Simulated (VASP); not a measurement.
## Mg: single point with PBE

Mg:

```
CELL_PARAMETERS angstrom
3.09817 0.00000 0.00000
-1.54908 2.68309 0.00000
0.00000 0.00000 3.12672
ATOMIC_POSITIONS crystal
Mg 0.00000 0.00000 0.00000
```

| Property | Result |
| --- | --- |
| Program | VASP 6.6.1 |
| Task | single point |
| Functional | PBE |
| Potentials or basis | VASP PAW PBE potentials, release 64 (Mg) |
| Cutoff | 520 eV |
| k mesh | 14 × 14 × 13 |
| Occupations | fermi-dirac, width 0.08 eV |
| Spin | no spin polarisation |

The pressure is -0.4 GPa. The band gap on the k mesh is zero (band 1 reaches 4.34 eV, above the bottom of band 2 at 0.08 eV).

Levels at points of the mesh, in eV from the Fermi level:
```
           k point  band 1  band 2  band 3  band 4  band 5
(0.00, 0.00, 0.00)   -6.41    7.68    8.15   12.31   12.31
(0.50, 0.00, 0.00)   -1.46   -1.12    8.08    8.37   12.35
```

Run time: 29 s on 1 thread of AMD EPYC 7R13, on a shared host, peak memory 0.13 GiB.
